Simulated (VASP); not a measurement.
# Al2Cu (I4/mmm) in VASP: notebook

Al2Cu is run at these levels: PBE; tasks: single point.

Program: VASP 6.6.1. These are calculated values, not measurements. Logs are shortened: lines on timing, memory, paths and dates and some standing lists are left out, and cuts for length are marked.

## (1) The cell of the first run

Symmetry: I4/mmm, No. 139, tetragonal system. The conventional cell has a = 4.375 Å, b = 4.375 Å, c = 5.783 Å, α = 90.00°, β = 90.00°, γ = 90.00°. Al (site symmetry -4m2) has 4 Cu at 2.62 Å and 6 Al at 2.89 to 3.09 Å within 3.5 Å. Within 3.5 Å of Cu (site symmetry 4/mmm) lie 8 Al at 2.62 Å.

## (2) Single point, PBE

INCAR

```
  PREC = Accurate
  ENCUT = 520
  EDIFF = 1E-7
  ISMEAR = 0
  SIGMA = 0.15
  LREAL = False
  LASPH = True
  NELM = 60
  ALGO = Fast
  ISIF = 2
  LWAVE = False
  LCHARG = False
  GGA = PE
  NBANDS = 16
```

KPOINTS

```
Automatic mesh
0
Gamma
  14 14 14
```

POSCAR

```
Al2Cu
1.0
   -2.1877176703      2.1877176703      2.8914013846
    2.1877176703     -2.1877176703      2.8914013846
    2.1877176703      2.1877176703     -2.8914013846
Al Cu
2 1
Direct
    0.7500000000      0.2500000000      0.5000000000
    0.2500000000      0.7500000000      0.5000000000
    0.5000000000      0.5000000000      0.0000000000
```

Potentials or basis: VASP PAW PBE potentials, release 64 (Al, Cu).

Run with:

```
> cat potpaw_PBE.64/Al/POTCAR potpaw_PBE.64/Cu/POTCAR > POTCAR
> mpirun -np 1 vasp_std > vasp.out
```

OUTCAR:

```text
PREC = Accurate
   ENCUT = 520
   EDIFF = 1E-7
   ISMEAR = 0
   LREAL = False
   LASPH = True
   NELM = 60
   ISIF = 2
   GGA = PE

 ion  position               nearest neighbor table
   1  0.750  0.250  0.500-   3 2.62   3 2.62   3 2.62   3 2.62   2 2.89   2 2.89   2 3.09   2 3.09
                             2 3.09   2 3.09
   2  0.250  0.750  0.500-   3 2.62   3 2.62   3 2.62   3 2.62   1 2.89   1 2.89   1 3.09   1 3.09
                             1 3.09   1 3.09
   3  0.500  0.500  0.000-   2 2.62   1 2.62   1 2.62   2 2.62   1 2.62   2 2.62   2 2.62   1 2.62

  LATTYP: Found a body centered tetragonal cell.
 ALAT       =     4.3754353406
 C/A-ratio  =     1.3216519772

  Lattice vectors:

 A1 = (  -2.1877176703,   2.1877176703,   2.8914013846)
 A2 = (   2.1877176703,  -2.1877176703,   2.8914013846)
 A3 = (   2.1877176703,   2.1877176703,  -2.8914013846)

Analysis of symmetry for initial positions (statically):
=====================================================================
 Subroutine PRICEL returns:
 Original cell was already a primitive cell.

 Routine SETGRP: Setting up the symmetry group for a
 body centered tetragonal supercell.

 Subroutine GETGRP returns: Found 16 space group operations
 (whereof 16 operations were pure point group operations)
 out of a pool of 16 trial point group operations.

The static configuration has the point symmetry D_4h.

Analysis of symmetry for dynamics (positions and initial velocities):
=====================================================================
 Subroutine PRICEL returns:
 Original cell was already a primitive cell.

 Routine SETGRP: Setting up the symmetry group for a
 body centered tetragonal supercell.

 Subroutine GETGRP returns: Found 16 space group operations
 (whereof 16 operations were pure point group operations)
 out of a pool of 16 trial point group operations.

The dynamic configuration has the point symmetry D_4h.

 Subroutine INISYM returns: Found 16 space group operations
 (whereof 16 operations are pure point group operations),
 and found     1 'primitive' translations

----------------------------------------------------------------------------------------

                                     Primitive cell

  volume of cell :      55.3542

[... 83 lines left out ...]
   ICHARG =      2    charge: 1-file 2-atom 10-const
   ISPIN  =      1    spin polarized calculation?
   LNONCOLLINEAR =      F non collinear calculations
   LSORBIT =      F    spin-orbit coupling
   LASPH  =      T    aspherical Exc in radial PAW
   ENCUT  =  520.0 eV  38.22 Ry    6.18 a.u.   7.87  7.87  7.87*2*pi/ulx,y,z
   NELM   =     60;   NELMIN=  2; NELMDL= -5     # of ELM steps
   EDIFF  = 0.1E-06   stopping-criterion for ELM
   LREAL  =      F    real-space projection
   EDIFFG = 0.1E-05   stopping-criterion for IOM
   NSW    =      0    number of steps for IOM
   IBRION =     -1    ionic relax: 0-MD 1-quasi-New 2-CG
   NFREE  =      0    steps in history (QN), initial steepest desc. (CG)
   ISIF   =      2    stress and relaxation
   ISYM   =      2    0-nonsym 1-usesym 2-fastsym
   POTIM  = 0.5000    time-step for ionic-motion
   TEBEG  =    0.0;   TEEND  =   0.0 temperature during run
   PSTRESS=    0.0 pullay stress
   NELECT =      17.0000    total number of electrons
   NUPDOWN=      -1.0000    fix difference up-down
   EMIN   =  10.00;   EMAX   =-10.00  energy-range for DOS
   EFERMI =   0.00;   METHOD = LEGACY
   ISMEAR =     0;   SIGMA  =   0.15  broadening in eV -4-tet -1-fermi 0-gaus
   EFERMI_NEDOS =   21; number of points for ismear=-14 and -15
   IALGO  =     68    algorithm
   IMIX   =      4    mixing-type and parameters
     AMIX     =   0.40;   BMIX     =  1.00
     AMIX_MAG =   1.60;   BMIX_MAG =  1.00
  volume/ion in A,a.u.               =      18.45       124.52
  Fermi-wavevector in a.u.,A,eV,Ry     =   1.104521  2.087243 16.598668  1.219968
  Thomas-Fermi vector in A             =   2.240995
   LORBIT       =      0    0 simple, 1 ext, 2 COOP (PROOUT), +10 PAW based schemes
   GGA     = PE    functional components
   LHFCALC =     F    Hartree Fock is set to
   AEXX    =    0.0000 exact exchange contribution
   IVDW    =     0    specifies the selected vdW correction
   LEPSILON=     F    determine dielectric tensor
   LRPA    =     F    only Hartree local field effects (RPA)
 non-spin polarized calculation
 RMM-DIIS sequential band-by-band and
 Gauss-broadening in eV      SIGMA  =   0.15
  energy-cutoff  :      520.00
  volume of cell :       55.35
 maximum number of plane-waves:      1514
   NGX = 15   NGY = 15   NGZ = 15

 number of electron      17.0000011 magnetization

 Free energy of the ion-electron system (eV)
  ---------------------------------------------------
  ext. energy  EPLUGINS =         0.00000000
  ---------------------------------------------------
  free energy    TOTEN  =       -11.49740994 eV

  energy without entropy =      -11.48617105  energy(sigma->0) =      -11.49179050

 E-fermi :   5.6142     XC(G=0):  -9.8595

 val. band max:        5.6102659022   @ k =  -0.1429   0.1429   0.0714
 cond. band min:       5.6385600575   @ k =  -0.2857  -0.3571   0.2857
 fundamental gap:      0.0282941552
 Fermi energy:         5.6141553133

 k-point     1 :       0.0000    0.0000    0.0000
  band No.  band energies     occupation
      1      -3.6873      2.00000
      2       1.6181      2.00000
      3       1.6729      2.00000
      4       1.6729      2.00000
      5       2.0916      2.00000
      6       2.1680      2.00000
[... 433 lines left out ...]
      3       1.7302      2.00000
      4       1.8203      2.00000
      5       2.0966      2.00000
      6       2.1874      2.00000
[... 8 lines left out ...]
     15      12.2849      0.00000
     16      15.3625      0.00000

 [... further k-points ...]
[... 5 lines left out ...]
  --------------------------------------------------------------------------------------
  -------------------------------------------------------------------------------------
  Total       -3.4945234     -3.4945234     -2.0868881      0.0000000      0.0000000      0.0000000
  in kB     -101.1457445   -101.1457445    -60.4030428      0.0000000      0.0000000      0.0000000
  external PRESSURE =     -87.5648439 kB  Pullay stress =       0.0000000 kB

 VOLUME and BASIS-vectors are now :
 -----------------------------------------------------------------------------
  energy-cutoff  :      520.00
  volume of cell :       55.35
      direct lattice vectors                 reciprocal lattice vectors
    -2.187717670  2.187717670  2.891401385     0.000000000  0.228548687  0.172926527
     2.187717670 -2.187717670  2.891401385     0.228548687  0.000000000  0.172926527
     2.187717670  2.187717670 -2.891401385     0.228548687  0.228548687  0.000000000

 POSITION                                       TOTAL-FORCE (eV/Angst)
 -----------------------------------------------------------------------------------
     -0.00000      2.18772      1.44570         0.000000      0.000000     -0.000000
      2.18772     -0.00000      1.44570        -0.000000      0.000000      0.000000
      0.00000      0.00000      2.89140        -0.000000     -0.000000      0.000000
 -----------------------------------------------------------------------------------
    total drift:                               -0.000000      0.000000     -0.000000

  FREE ENERGIE OF THE ION-ELECTRON SYSTEM (eV)
  ---------------------------------------------------
  free  energy   TOTEN  =       -11.4974099439 eV

  energy  without entropy=      -11.4861710509  energy(sigma->0) =      -11.49179050
```

OSZICAR:

```text
N       E                     dE             d eps       ncg     rms          rms(c)
DAV:   1     0.592847845376E+02    0.59285E+02   -0.66188E+03  7816   0.106E+03
DAV:   2    -0.111207195902E+02   -0.70406E+02   -0.61852E+02  8152   0.188E+02
[... 12 lines left out ...]
RMM:  15    -0.114974137612E+02   -0.34889E-05   -0.26278E-05 11318   0.358E-02    0.181E-02
RMM:  16    -0.114974098716E+02    0.38896E-05   -0.87334E-06 10417   0.406E-02    0.120E-02
RMM:  17    -0.114974102663E+02   -0.39477E-06   -0.24545E-06 10734   0.116E-02    0.167E-02
RMM:  18    -0.114974129438E+02   -0.26775E-05   -0.79254E-06 11043   0.381E-02    0.193E-02
RMM:  19    -0.114974098452E+02    0.30986E-05   -0.27114E-06  9537   0.221E-02    0.135E-02
RMM:  20    -0.114974099439E+02   -0.98740E-07   -0.46582E-07  8302   0.709E-03
   1 F= -.11497410E+02 E0= -.11491790E+02  d E =-.112389E-01
```

stdout:

```text
POSCAR found type information on POSCAR AlCu
 POSCAR found :  2 types and       3 ions
 scaLAPACK will be used
 LDA part: xc-table for (Slater+PW92), standard interpolation
 POSCAR, INCAR and KPOINTS ok, starting setup
 FFT: planning ... GRIDC
 FFT: planning ... GRID_SOFT
 FFT: planning ... GRID
 WAVECAR not read
 entering main loop
WARNING in EDDRMM: call to ZHEGV failed, returncode =   8  4     16
```

Run time: 4.3 min. Hardware: 1 thread of AMD EPYC 9R45 (Zen 5), shared host; peak memory 0.3 GiB.

Results:

```yaml
Free_energy: -11.4974 eV
Pressure: -8.8 GPa
```

Levels at points of the mesh, in eV from the Fermi level:
```csv
k point,band 7,band 8,band 9,band 10,band 11,band 12
"(0.00, 0.00, 0.00)",2.03,2.73,2.73,2.75,2.75,2.79
"(0.50, 0.00, 0.00)",-3.41,0.40,0.85,2.28,2.50,3.40
"(0.50, 0.50, 0.00)",-3.30,-1.79,-1.32,0.05,1.78,8.36
"(0.50, 0.50, 0.50)",-3.19,-1.94,-1.94,-0.63,1.37,8.66
```

(Continued in part 2 of 2.)
